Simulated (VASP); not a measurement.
# SnS (Pnma) in VASP: settings compared, part 2 of 2

VASP 6.6.1. The steps go on from the part before.

### 4 Single point, LDA

The input, INCAR:

```
PREC = Accurate
ENCUT = 500
EDIFF = 1E-6
ISMEAR = 0
SIGMA = 0.01
LREAL = F
LASPH = T
NELM = 120
ALGO = Normal
ISIF = 2
LWAVE = F
LCHARG = F
GGA = CA
NBANDS = 50
GGA_COMPAT = F
```

The input, KPOINTS:

```
regular mesh
0
Gamma
  2 6 6
```

The input, POSCAR:

```
SnS
1.0
   11.2184901763      0.0000000000      0.0000000000
    0.0000000000      3.9617506888      0.0000000000
    0.0000000000      0.0000000000      4.4334766810
Sn S
4 4
Direct
    0.1191823310      0.2500000000      0.1258110812
    0.3808176690      0.7500000000      0.6258110812
    0.6191823310      0.2500000000      0.3741889188
    0.8808176690      0.7500000000      0.8741889188
    0.8494992915      0.2500000000      0.4871020043
    0.6505007085      0.7500000000      0.9871020043
    0.3494992915      0.2500000000      0.0128979957
    0.1505007085      0.7500000000      0.5128979957
```

Potentials or basis: VASP PAW LDA potentials, release 64 (Sn_d, S).

The run is started by

```bash
$ cat potpaw_LDA.64/Sn_d/POTCAR potpaw_LDA.64/S/POTCAR > POTCAR
$ mpirun -np 1 vasp_std > vasp.out
```

OUTCAR:

```text
PREC = Accurate
   ENCUT = 500
   EDIFF = 1E-6
   ISMEAR = 0
   LREAL = F
   LASPH = T
   NELM = 120
   ISIF = 2
   GGA = CA

 ion  position               nearest neighbor table
   1  0.119  0.250  0.126-   7 2.63   8 2.64   8 2.64   4 3.51   4 3.51
   2  0.381  0.750  0.626-   8 2.63   7 2.64   7 2.64   3 3.51   3 3.51
   3  0.619  0.250  0.374-   5 2.63   6 2.64   6 2.64   2 3.51   2 3.51
   4  0.881  0.750  0.874-   6 2.63   5 2.64   5 2.64   1 3.51   1 3.51
   5  0.849  0.250  0.487-   3 2.63   4 2.64   4 2.64
   6  0.651  0.750  0.987-   4 2.63   3 2.64   3 2.64
   7  0.349  0.250  0.013-   1 2.63   2 2.64   2 2.64
   8  0.151  0.750  0.513-   2 2.63   1 2.64   1 2.64

  LATTYP: Found a simple orthorhombic cell.
 ALAT       =     3.9617506888
 B/A-ratio  =     1.1190700852
 C/A-ratio  =     2.8317001895

  Lattice vectors:

 A1 = (   0.0000000000,   3.9617506888,   0.0000000000)
 A2 = (   0.0000000000,   0.0000000000,   4.4334766810)
 A3 = (  11.2184901763,   0.0000000000,   0.0000000000)

Analysis of symmetry for initial positions (statically):
=====================================================================
 Subroutine PRICEL returns:
 Original cell was already a primitive cell.

 Routine SETGRP: Setting up the symmetry group for a
 simple orthorhombic supercell.

 Subroutine GETGRP returns: Found  8 space group operations
 (whereof  2 operations were pure point group operations)
 out of a pool of  8 trial point group operations.

The static configuration has the point symmetry S_2 .
 The point group associated with its full space group is D_2h.

Analysis of symmetry for dynamics (positions and initial velocities):
=====================================================================
 Subroutine PRICEL returns:
 Original cell was already a primitive cell.

 Routine SETGRP: Setting up the symmetry group for a
 simple orthorhombic supercell.

 Subroutine GETGRP returns: Found  8 space group operations
 (whereof  2 operations were pure point group operations)
 out of a pool of  8 trial point group operations.

The dynamic configuration has the point symmetry S_2 .
 The point group associated with its full space group is D_2h.

 Subroutine INISYM returns: Found  8 space group operations
 (whereof  2 operations are pure point group operations),
 and found     1 'primitive' translations

----------------------------------------------------------------------------------------

                                     Primitive cell

  volume of cell :     197.0453

  direct lattice vectors                    reciprocal lattice vectors
    11.218490176  0.000000000  0.000000000     0.089138555  0.000000000  0.000000000
     0.000000000  3.961750689  0.000000000     0.000000000  0.252413662  0.000000000
     0.000000000  0.000000000  4.433476681     0.000000000  0.000000000  0.225556617

  length of vectors
    11.218490176  3.961750689  4.433476681     0.089138555  0.252413662  0.225556617

  position of ions in fractional coordinates (direct lattice)
     0.119182331  0.250000000  0.125811081
     0.380817669  0.750000000  0.625811081
     0.619182331  0.250000000  0.374188919
     0.880817669  0.750000000  0.874188919
     0.849499292  0.250000000  0.487102004
[... 48 lines left out ...]
  0.500000  0.333333  0.000000      2.000000
[... 16 lines left out ...]
  0.000000  0.500000  0.333333      2.000000
  0.500000  0.500000  0.333333      2.000000
 [... further k-points ...]
   k-points           NKPTS =     32   k-points in BZ     NKDIM =     32   number of bands    NBANDS=     50
   number of dos      NEDOS =    301   number of ions     NIONS =      8
   total plane-waves  NPLWV =  80640
   dimension x,y,z NGX =    84 NGY =   30 NGZ =   32
   dimension x,y,z NGXF=   168 NGYF=   60 NGZF=   64
   ions per type =               4   4
   NGX,Y,Z   is equivalent  to a cutoff of  12.45, 12.59, 12.00 a.u.
   NGXF,Y,Z  is equivalent  to a cutoff of  24.90, 25.18, 24.00 a.u.
 SYSTEM =  unknown system
   PREC   = accura    normal or accurate (medium, high low for compatibility)
   ISTART =      0    job   : 0-new  1-cont  2-samecut
   ICHARG =      2    charge: 1-file 2-atom 10-const
   ISPIN  =      1    spin polarized calculation?
   LNONCOLLINEAR =      F non collinear calculations
   LSORBIT =      F    spin-orbit coupling
   LASPH  =      T    aspherical Exc in radial PAW
   ENCUT  =  500.0 eV  36.75 Ry    6.06 a.u.  20.45  7.22  8.08*2*pi/ulx,y,z
   NELM   =    120;   NELMIN=  2; NELMDL= -5     # of ELM steps
   EDIFF  = 0.1E-05   stopping-criterion for ELM
   LREAL  =      F    real-space projection
   EDIFFG = 0.1E-04   stopping-criterion for IOM
   NSW    =      0    number of steps for IOM
   IBRION =     -1    ionic relax: 0-MD 1-quasi-New 2-CG
   NFREE  =      0    steps in history (QN), initial steepest desc. (CG)
   ISIF   =      2    stress and relaxation
   ISYM   =      2    0-nonsym 1-usesym 2-fastsym
   POTIM  = 0.5000    time-step for ionic-motion
   TEBEG  =    0.0;   TEEND  =   0.0 temperature during run
   PSTRESS=    0.0 pullay stress
   NELECT =      80.0000    total number of electrons
   NUPDOWN=      -1.0000    fix difference up-down
   EMIN   =  10.00;   EMAX   =-10.00  energy-range for DOS
   EFERMI =   0.00;   METHOD = LEGACY
   ISMEAR =     0;   SIGMA  =   0.01  broadening in eV -4-tet -1-fermi 0-gaus
   EFERMI_NEDOS =   21; number of points for ismear=-14 and -15
   IALGO  =     38    algorithm
   IMIX   =      4    mixing-type and parameters
     AMIX     =   0.40;   BMIX     =  1.00
     AMIX_MAG =   1.60;   BMIX_MAG =  1.00
  volume/ion in A,a.u.               =      24.63       166.22
  Fermi-wavevector in a.u.,A,eV,Ry     =   1.212224  2.290771 19.993581  1.469487
  Thomas-Fermi vector in A             =   2.347715
   LORBIT       =      0    0 simple, 1 ext, 2 COOP (PROOUT), +10 PAW based schemes
   GGA     = CA    functional components
   LHFCALC =     F    Hartree Fock is set to
   AEXX    =    0.0000 exact exchange contribution
   IVDW    =     0    specifies the selected vdW correction
   LEPSILON=     F    determine dielectric tensor
   LRPA    =     F    only Hartree local field effects (RPA)
 non-spin polarized calculation
 Gauss-broadening in eV      SIGMA  =   0.01
  energy-cutoff  :      500.00
  volume of cell :      197.05
 maximum number of plane-waves:      5036
 NGX is ok and might be reduce to    84
   NGX = 41   NGY = 15   NGZ = 17

 number of electron      79.9999994 magnetization

 Free energy of the ion-electron system (eV)
  ---------------------------------------------------
  ext. energy  EPLUGINS =         0.00000000
  ---------------------------------------------------
  free energy    TOTEN  =       -40.33342977 eV

  energy without entropy =      -40.33342977  energy(sigma->0) =      -40.33342977

 E-fermi :   5.7691     XC(G=0): -10.0624

 val. band max:        5.6601450028   @ k =   0.5000   0.0000   0.5000
 cond. band min:       6.4939140338   @ k =   0.0000   0.3333   0.0000
 fundamental gap:      0.8337690310
 Fermi energy:         5.7691356938

 k-point     1 :       0.0000    0.0000    0.0000
  band No.  band energies     occupation
      1     -15.4105      2.00000
      2     -15.3916      2.00000
      3     -15.3868      2.00000
      4     -15.3759      2.00000
      5     -15.3737      2.00000
      6     -15.3691      2.00000
[... 1261 lines left out ...]
     49      11.3573      0.00000
     50      11.3573      0.00000

 [... further k-points ...]

------------------------ aborting loop because EDIFF is reached ----------------------------------------

  FORCE on cell =-STRESS in cart. coord.  units (eV):
  Direction    XX          YY          ZZ          XY          YZ          ZX
  --------------------------------------------------------------------------------------
  -------------------------------------------------------------------------------------
  Total       -2.8986685     -2.7940875     -3.1723750      0.0000000     -0.0000000      0.0000000
  in kB      -23.5691084    -22.7187585    -25.7946189      0.0000000     -0.0000000      0.0000000
  external PRESSURE =     -24.0274952 kB  Pullay stress =       0.0000000 kB

 VOLUME and BASIS-vectors are now :
 -----------------------------------------------------------------------------
  energy-cutoff  :      500.00
  volume of cell :      197.05
      direct lattice vectors                 reciprocal lattice vectors
    11.218490176  0.000000000  0.000000000     0.089138555  0.000000000  0.000000000
     0.000000000  3.961750689  0.000000000     0.000000000  0.252413662  0.000000000
     0.000000000  0.000000000  4.433476681     0.000000000  0.000000000  0.225556617

 POSITION                                       TOTAL-FORCE (eV/Angst)
 -----------------------------------------------------------------------------------
      1.33705      0.99044      0.55778         0.021739     -0.000000     -0.007536
      4.27220      2.97131      2.77452        -0.021739      0.000000     -0.007536
      6.94629      0.99044      1.65896         0.021739      0.000000      0.007536
      9.88144      2.97131      3.87570        -0.021739     -0.000000      0.007536
      9.53010      0.99044      2.15956         0.017228      0.000000     -0.037220
      7.29764      2.97131      4.37629        -0.017228      0.000000     -0.037220
      3.92085      0.99044      0.05718         0.017228     -0.000000      0.037220
      1.68839      2.97131      2.27392        -0.017228     -0.000000      0.037220
 -----------------------------------------------------------------------------------
    total drift:                                0.000000     -0.000000     -0.000000

  FREE ENERGIE OF THE ION-ELECTRON SYSTEM (eV)
  ---------------------------------------------------
  free  energy   TOTEN  =       -40.3334297671 eV

  energy  without entropy=      -40.3334297671  energy(sigma->0) =      -40.33342977
```

Run time: 2.7 min. Hardware: 1 thread of Oxide Virtual Turin-like, shared host; peak memory 0.31 GiB.

What came out:

| Item | Value |
| --- | --- |
| Free energy | -40.3334 eV |
| Pressure | -2.4 GPa |
| Largest force | 0.041 eV/Å |
| Band gap on the k mesh | 0.83 eV (least direct gap 1.03 eV) |

Forces on the atoms (eV/Å):
```
Sn   0.022  0.000 -0.008
Sn  -0.022  0.000 -0.008
Sn   0.022  0.000  0.008
Sn  -0.022  0.000  0.008
S    0.017  0.000 -0.037
S   -0.017  0.000 -0.037
S    0.017  0.000  0.037
S   -0.017  0.000  0.037
```

Caveat: spin-orbit coupling is left out, which moves the levels of the heavy elements. A k mesh can miss the band edges.

### 5 Summary

| level | potentials or basis | spin | k mesh | cutoff (eV) | smearing | gap on the mesh (eV) | pressure (GPa) | largest force (eV/Å) |
| --- | --- | --- | --- | --- | --- | --- | --- | --- |
| PBE | VASP PAW PBE potentials, release 64 (Sn_d, S) | non-collinear, zero start, SOC | 2 × 4 × 4 | 500 | fermi-dirac 0.02 eV | - | 2.1 | 0.19 |
| r2SCAN | VASP PAW PBE potentials, release 64 (Sn_d, S) | off | 2 × 4 × 4 | 550 | gaussian 0.01 eV | 1.26 | 0.9 | 0.03 |
| LDA | VASP PAW LDA potentials, release 64 (Sn_d, S) | off | 2 × 6 × 6 | 500 | gaussian 0.01 eV | 0.83 | -2.4 | 0.04 |

Alike in all rows: task single point; cell as given.

Caveats: some runs use coarse meshes; spin-orbit coupling is left out, which moves the levels of the heavy elements (at least some runs); the PAW data sets were made with another functional, which shifts forces and pressure a little (at least some runs).

Total energies depend on the potentials used, so only differences within one code and one set of settings carry meaning.

### 6 Against experiment

Step 3. Against the measured gap of SnS, 1.16 eV (indirect; 20 K; “Linear dichroism of the optical properties of SnS and SnSe van der Waals crystals”, 2024, arxiv:2409.17412), the calculated 1.26 eV is off by +0.10 eV. 2 values of this kind are on record (1.09 to 1.16 eV); this one was drawn at random. Spin-orbit coupling on Sn is left out. The value is that of r2SCAN on a finite k mesh, which can miss the band edges, without temperature or zero-point motion.
